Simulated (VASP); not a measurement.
CdSe (Cadmoselite): single point with PBE

Crystal: CdSe (Cadmoselite).

```
Cd Se
1.0
     4.30000    0.00000    0.00000
    -2.15000    3.72391    0.00000
     0.00000    0.00000    7.02000
Cd Se
2 2
Direct
  0.66667 0.33333 0.50000
  0.33333 0.66667 0.00000
  0.66667 0.33333 0.88500
  0.33333 0.66667 0.38500
```

- Program: VASP 6.6.1
- Task: single point
- Functional: PBE
- Potentials or basis: VASP PAW PBE potentials, release 64 (Cd, Se)
- Cutoff: 520 eV
- k mesh: 7 × 7 × 4
- Occupations: gaussian, width 0.022 eV
- Spin: no spin polarisation
- Dipole correction: no
- Further INCAR settings: ALGO = Normal; EDIFF = 1e-06; NBANDS = 26

- Pressure: 3.3 GPa
- Largest force: 0.291 eV/Å
- Band gap on the k mesh: 0.70 eV, direct

Forces in eV/Å, atoms in the order of the input:
```
Cd   0.000  0.000  0.291
Cd   0.000  0.000  0.291
Se   0.000  0.000 -0.291
Se   0.000  0.000 -0.291
```

Stress tensor (GPa, compression positive):
```
4.03 0.00 0.00
0.00 4.03 0.00
0.00 0.00 1.93
```

Levels at points of the mesh, in eV from the valence-band top:
```
           k point  band 16  band 17  band 18  band 19  band 20  band 21
(0.00, 0.00, 0.00)    -0.01     0.00     0.00     0.70     2.12     5.88
(0.00, 0.00, 0.50)    -0.37    -0.37    -0.37     2.34     2.34     5.83
```

It used 110 s of CPU time on 1 thread of AMD EPYC 7R13 Processor (Zen 3) (shared host).

PBE gaps usually lie below the measured ones, often by a third to a half.
